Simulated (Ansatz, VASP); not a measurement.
# One calculation of InSb, two programs

```
In Sb
1.0
     3.92188    0.00000    0.00000
     0.00000    3.69342    0.00000
     0.00000    0.00000    3.80765
In Sb
1 1
Direct
  0.00000 0.00000 0.00000
  0.50000 0.50000 0.50000
```

Change from the starting cell: strain +0.0300 x Voigt [1, -1, 0, 0, 0, 0], atoms carried along.

Alike in both runs: task single point; functional PBE; dispersion D3(BJ); k mesh 12 × 12 × 12; occupations gaussian, width 0.15 eV; no spin polarisation.

```csv
,VASP,Ansatz
version,VASP 6.6.1,Ansatz 0.2.0
potentials or method,"VASP PAW PBE potentials, release 64 (In_d, Sb), cutoff 520 eV","scalar-relativistic, plane waves, PAW"
valence electrons in the cell,18,28
```

```csv
,VASP,Ansatz,Ansatz less VASP
gap on the k mesh at the Fermi level (eV),none,none,-
pressure (GPa),-2.5,-2.4,+0.08
"traceless stress, the component that is largest in VASP (GPa)",-0.22,-0.22,-0.002
```

A gap of «none» marks a metal or a gap that the smearing closes. VASP's potentials hold 18 valence electrons a cell and Ansatz's 28, so a difference there can come from the potentials and not from the codes.

Neither program's run includes spin-orbit coupling.
